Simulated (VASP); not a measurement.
# WSe2 in VASP: a series of runs

WSe2 is run at these levels: PBE+D3(BJ); tasks: single point.

Everything below comes from runs of VASP 6.6.1. Logs are shortened: lines on timing, memory, paths and dates and some standing lists are left out, and cuts for length are marked.

**1. The cell of the first run**

The cell holds a slab with vacuum, 6 atoms: a = 3.285 Å, b = 3.285 Å, c = 24.239 Å, α = 90.00°, β = 90.00°, γ = 120.00°.

**2. Single point, PBE+D3(BJ)**

The input, INCAR:

```
SYSTEM = WSe2
PREC = Accurate
ENCUT = 520
EDIFF = 1E-6
ISMEAR = 0
SIGMA = 0.05
LREAL = .False.
LASPH = .True.
NELM = 100
ALGO = Normal
ISIF = 2
LWAVE = .False.
LCHARG = .False.
LDIPOL = .True.
IDIPOL = 3
DIPOL = 0.5 0.5 0.383
GGA = PE
IVDW = 12
NBANDS = 35
```

The input, KPOINTS:

```
Automatic mesh
0
Gamma
  9 9 1
  0 0 0
```

The input, POSCAR:

```
WSe2
1.0
    3.2854929709      0.0000000000      0.0000000000
   -1.6427464855      2.8453203767      0.0000000000
    0.0000000000      0.0000000000     24.2386466774
Se W
4 2
Direct
    0.3333333333      0.6666666667      0.1856539294
    0.3333333333      0.6666666667      0.3246601777
    0.3333333333      0.6666666667      0.4405907426
    0.3333333333      0.6666666667      0.5795969909
    0.6666666667      0.3333333333      0.2551570536
    0.6666666667      0.3333333333      0.5100938667
```

Potentials or basis: VASP PAW PBE potentials, release 64 (Se, W_sv).

Command:

```console
$ cat potpaw_PBE.64/Se/POTCAR potpaw_PBE.64/W_sv/POTCAR > POTCAR
$ mpirun -np 1 vasp_std > vasp.out
```

OUTCAR:

```text
SYSTEM = WSe2
   PREC = Accurate
   ENCUT = 520
   EDIFF = 1E-6
   ISMEAR = 0
   LREAL = .False.
   LASPH = .True.
   NELM = 100
   ISIF = 2
   GGA = PE
   IVDW = 12
 IVDW          = 12

 ion  position               nearest neighbor table
   1  0.333  0.667  0.186-   5 2.54   5 2.54   5 2.54
   2  0.333  0.667  0.325-   5 2.54   5 2.54   5 2.54
   3  0.333  0.667  0.441-   6 2.54   6 2.54   6 2.54
   4  0.333  0.667  0.580-   6 2.54   6 2.54   6 2.54
   5  0.667  0.333  0.255-   2 2.54   2 2.54   2 2.54   1 2.54   1 2.54   1 2.54
   6  0.667  0.333  0.510-   3 2.54   3 2.54   3 2.54   4 2.54   4 2.54   4 2.54

  LATTYP: Found a hexagonal cell.
 ALAT       =     3.2854929709
 C/A-ratio  =     7.3774763459

  Lattice vectors:

 A1 = (   3.2854929709,   0.0000000000,   0.0000000000)
 A2 = (  -1.6427464855,   2.8453203767,   0.0000000000)
 A3 = (   0.0000000000,   0.0000000000,  24.2386466774)

Analysis of symmetry for initial positions (statically):
=====================================================================
 Subroutine PRICEL returns:
 Original cell was already a primitive cell.

 Routine SETGRP: Setting up the symmetry group for a
 hexagonal supercell.

 Subroutine GETGRP returns: Found 12 space group operations
 (whereof  6 operations were pure point group operations)
 out of a pool of 24 trial point group operations.

The static configuration has the point symmetry C_3v.
 The point group associated with its full space group is D_3h.

Analysis of symmetry for dynamics (positions and initial velocities):
=====================================================================
 Subroutine PRICEL returns:
 Original cell was already a primitive cell.

 Routine SETGRP: Setting up the symmetry group for a
 hexagonal supercell.

 Subroutine GETGRP returns: Found 12 space group operations
 (whereof  6 operations were pure point group operations)
 out of a pool of 24 trial point group operations.

The dynamic configuration has the point symmetry C_3v.
 The point group associated with its full space group is D_3h.

 Subroutine INISYM returns: Found 12 space group operations
 (whereof  6 operations are pure point group operations),
 and found     1 'primitive' translations

----------------------------------------------------------------------------------------

                                     Primitive cell

  volume of cell :     226.5897

  direct lattice vectors                    reciprocal lattice vectors
     3.285492971  0.000000000  0.000000000     0.304368327  0.175727136  0.000000000
    -1.642746486  2.845320377  0.000000000     0.000000000  0.351454271  0.000000000
     0.000000000  0.000000000 24.238646677     0.000000000  0.000000000  0.041256429

  length of vectors
     3.285492971  3.285492971 24.238646677     0.351454271  0.351454271  0.041256429

  position of ions in fractional coordinates (direct lattice)
     0.333333333  0.666666667  0.185653929
     0.333333333  0.666666667  0.324660178
     0.333333333  0.666666667  0.440590743
     0.333333333  0.666666667  0.579596991
     0.666666667  0.333333333  0.255157054
     0.666666667  0.333333333  0.510093867

  ion indices of the primitive-cell ions
   primitive index   ion index
                 1           1
                 2           2
                 3           3
                 4           4
                 5           5
                 6           6

----------------------------------------------------------------------------------------

 KPOINTS: Automatic mesh

Automatic generation of k-mesh.
 Grid dimensions read from file:
 generate k-points for:    9    9    1

 Generating k-lattice:

  Cartesian coordinates                     Fractional coordinates (reciprocal lattice)
     0.033818703  0.019525237  0.000000000     0.111111111  0.000000000  0.000000000
     0.000000000  0.039050475  0.000000000     0.000000000  0.111111111  0.000000000
     0.000000000  0.000000000  0.041256429     0.000000000  0.000000000  1.000000000

  Length of vectors
     0.039050475  0.039050475  0.041256429

  Shift w.r.t. Gamma in fractional coordinates (k-lattice)
     0.000000000  0.000000000  0.000000000

 Subroutine IBZKPT returns following result:
 ===========================================

 Found     12 irreducible k-points:

 Following reciprocal coordinates:
            Coordinates               Weight
  0.000000  0.000000  0.000000      1.000000
  0.111111 -0.000000  0.000000      6.000000
  0.222222  0.000000  0.000000      6.000000
  0.333333 -0.000000  0.000000      6.000000
  0.444444  0.000000  0.000000      6.000000
  0.111111  0.111111  0.000000      6.000000
  0.222222  0.111111  0.000000     12.000000
  0.333333  0.111111  0.000000     12.000000
  0.444444  0.111111  0.000000      6.000000
  0.222222  0.222222  0.000000      6.000000
  0.333333  0.222222  0.000000     12.000000
  0.333333  0.333333  0.000000      2.000000
   k-points           NKPTS =     12   k-points in BZ     NKDIM =     12   number of bands    NBANDS=     35
   number of dos      NEDOS =    301   number of ions     NIONS =      6
   total plane-waves  NPLWV = 103680
   dimension x,y,z NGX =    24 NGY =   24 NGZ =  180
   dimension x,y,z NGXF=    48 NGYF=   48 NGZF=  360
   ions per type =               4   2
   NGX,Y,Z   is equivalent  to a cutoff of  12.14, 12.14, 12.35 a.u.
   NGXF,Y,Z  is equivalent  to a cutoff of  24.29, 24.29, 24.69 a.u.
 SYSTEM =  WSe2
   PREC   = accura    normal or accurate (medium, high low for compatibility)
   ISTART =      0    job   : 0-new  1-cont  2-samecut
   ICHARG =      2    charge: 1-file 2-atom 10-const
   ISPIN  =      1    spin polarized calculation?
   LNONCOLLINEAR =      F non collinear calculations
   LSORBIT =      F    spin-orbit coupling
   LASPH  =      T    aspherical Exc in radial PAW
   ENCUT  =  520.0 eV  38.22 Ry    6.18 a.u.   6.11  6.11 45.07*2*pi/ulx,y,z
   NELM   =    100;   NELMIN=  2; NELMDL= -5     # of ELM steps
   EDIFF  = 0.1E-05   stopping-criterion for ELM
   LREAL  =      F    real-space projection
   EDIFFG = 0.1E-04   stopping-criterion for IOM
   NSW    =      0    number of steps for IOM
   IBRION =     -1    ionic relax: 0-MD 1-quasi-New 2-CG
   NFREE  =      0    steps in history (QN), initial steepest desc. (CG)
   ISIF   =      2    stress and relaxation
   ISYM   =      2    0-nonsym 1-usesym 2-fastsym
   POTIM  = 0.5000    time-step for ionic-motion
   TEBEG  =    0.0;   TEEND  =   0.0 temperature during run
   PSTRESS=    0.0 pullay stress
   NELECT =      52.0000    total number of electrons
   NUPDOWN=      -1.0000    fix difference up-down
   EMIN   =  10.00;   EMAX   =-10.00  energy-range for DOS
   EFERMI =   0.00;   METHOD = LEGACY
   ISMEAR =     0;   SIGMA  =   0.05  broadening in eV -4-tet -1-fermi 0-gaus
   EFERMI_NEDOS =   21; number of points for ismear=-14 and -15
   IALGO  =     38    algorithm
   IMIX   =      4    mixing-type and parameters
     AMIX     =   0.40;   BMIX     =  1.00
     AMIX_MAG =   1.60;   BMIX_MAG =  1.00
  volume/ion in A,a.u.               =      37.76       254.85
  Fermi-wavevector in a.u.,A,eV,Ry     =   1.002296  1.894064 13.668371  1.004597
  Thomas-Fermi vector in A             =   2.134774
   LORBIT       =      0    0 simple, 1 ext, 2 COOP (PROOUT), +10 PAW based schemes
   GGA     = PE    functional components
   LHFCALC =     F    Hartree Fock is set to
   AEXX    =    0.0000 exact exchange contribution
   IVDW    =    12    specifies the selected vdW correction
   LEPSILON=     F    determine dielectric tensor
   LRPA    =     F    only Hartree local field effects (RPA)
 non-spin polarized calculation
 Gauss-broadening in eV      SIGMA  =   0.05
  energy-cutoff  :      520.00
  volume of cell :      226.59
 maximum number of plane-waves:      6144
   NGX = 13   NGY = 13   NGZ = 91

 dipolmoment           0.000000      0.000000      0.000195 electrons x Angstroem

 number of electron      51.9999992 magnetization

 dipolmoment           0.000000      0.000000     -0.000001 electrons x Angstroem

 Free energy of the ion-electron system (eV)
  ---------------------------------------------------
  ext. energy  EPLUGINS =         0.00000000
  ---------------------------------------------------
  free energy    TOTEN  =       -42.54063990 eV

  energy without entropy =      -42.54063990  energy(sigma->0) =      -42.54063990

 E-fermi :   1.8888     XC(G=0):  -6.1421

 val. band max:        1.5139736212   @ k =   0.0000   0.0000   0.0000
 cond. band min:       2.2476281637   @ k =   0.2222   0.1111   0.0000
 fundamental gap:      0.7336545425
 Fermi energy:         1.8888406828

 k-point     1 :       0.0000    0.0000    0.0000
  band No.  band energies     occupation
      1     -73.1587      2.00000
      2     -73.1587      2.00000
      3     -37.4187      2.00000
      4     -37.4186      2.00000
      5     -37.2663      2.00000
      6     -37.2663      2.00000
[... 27 lines left out ...]
     34       4.1761      0.00000
     35       5.2447      0.00000

 k-point     2 :       0.1111   -0.0000    0.0000
  band No.  band energies     occupation
      1     -73.1575      2.00000
      2     -73.1575      2.00000
      3     -37.4134      2.00000
      4     -37.4134      2.00000
      5     -37.2941      2.00000
      6     -37.2941      2.00000
[... 27 lines left out ...]
     34       4.2843      0.00000
     35       5.6486      0.00000
[... 340 lines left out ...]
     34       5.8125      0.00000
     35       5.9710      0.00000

 k-point    12 :       0.3333    0.3333    0.0000
  band No.  band energies     occupation
      1     -73.1470      2.00000
      2     -73.1470      2.00000
      3     -37.4409      2.00000
      4     -37.4409      2.00000
      5     -37.4174      2.00000
      6     -37.4174      2.00000
[... 27 lines left out ...]
     34       5.7690      0.00000
     35       6.4212      0.00000

------------------------ aborting loop because EDIFF is reached ----------------------------------------

 vacuum level on the upper side and lower side of the slab       (xc-potential included)        -0.156        -0.158

 Edisp (eV)   -2.47340

 E8    (eV) :    -1.1382

  FORCE on cell =-STRESS in cart. coord.  units (eV):
  Direction    XX          YY          ZZ          XY          YZ          ZX
  --------------------------------------------------------------------------------------
  -------------------------------------------------------------------------------------
  Total       0.23437     0.23437     5.85525    -0.00000     0.00000     0.00000
  in kB       1.65721     1.65721    41.40148    -0.00000     0.00000     0.00000
  external pressure =       14.91 kB  Pullay stress =        0.00 kB

 VOLUME and BASIS-vectors are now :
 -----------------------------------------------------------------------------
  energy-cutoff  :      520.00
  volume of cell :      226.59
      direct lattice vectors                 reciprocal lattice vectors
     3.285492971  0.000000000  0.000000000     0.304368327  0.175727136  0.000000000
    -1.642746486  2.845320377  0.000000000     0.000000000  0.351454271  0.000000000
     0.000000000  0.000000000 24.238646677     0.000000000  0.000000000  0.041256429

 POSITION                                       TOTAL-FORCE (eV/Angst)
 -----------------------------------------------------------------------------------
     -0.00000      1.89688      4.50000         0.000000      0.000000     -0.064472
     -0.00000      1.89688      7.86932        -0.000000     -0.000000     -1.408449
     -0.00000      1.89688     10.67932        -0.000000      0.000000      1.408449
     -0.00000      1.89688     14.04865         0.000000      0.000000      0.064472
      1.64275      0.94844      6.18466         0.000000      0.000000     -0.214806
      1.64275      0.94844     12.36399        -0.000000     -0.000000      0.214806
 -----------------------------------------------------------------------------------
    total drift:                               -0.000000      0.000000      0.000097

  FREE ENERGIE OF THE ION-ELECTRON SYSTEM (eV)
  ---------------------------------------------------
  free  energy   TOTEN  =       -45.0140384068 eV

  energy  without entropy=      -45.0140384068  energy(sigma->0) =      -45.01403841

 vacuum level on the upper side and lower side of the slab         5.867         5.866
```

It took 2.8 min on 1 thread of Intel Xeon Platinum 8259CL at 2.50GHz (Skylake/Cascade Lake), shared host; peak memory 0.35 GiB.

Results:

* Free energy: -45.0140 eV
* Largest force: 1.408 eV/Å
* Band gap on the k mesh: 0.73 eV, indirect (least direct gap 1.56 eV)
* Dispersion energy per atom: -0.412 eV

Forces in eV/Å, atoms in the order of the input:
```
Se   0.000  0.000 -0.064
Se   0.000  0.000 -1.408
Se   0.000  0.000  1.408
Se   0.000  0.000  0.064
W    0.000  0.000 -0.215
W    0.000  0.000  0.215
```

Caveat: spin-orbit coupling is left out, which moves the levels of the heavy elements.

(Part 1 of 2 ends here.)
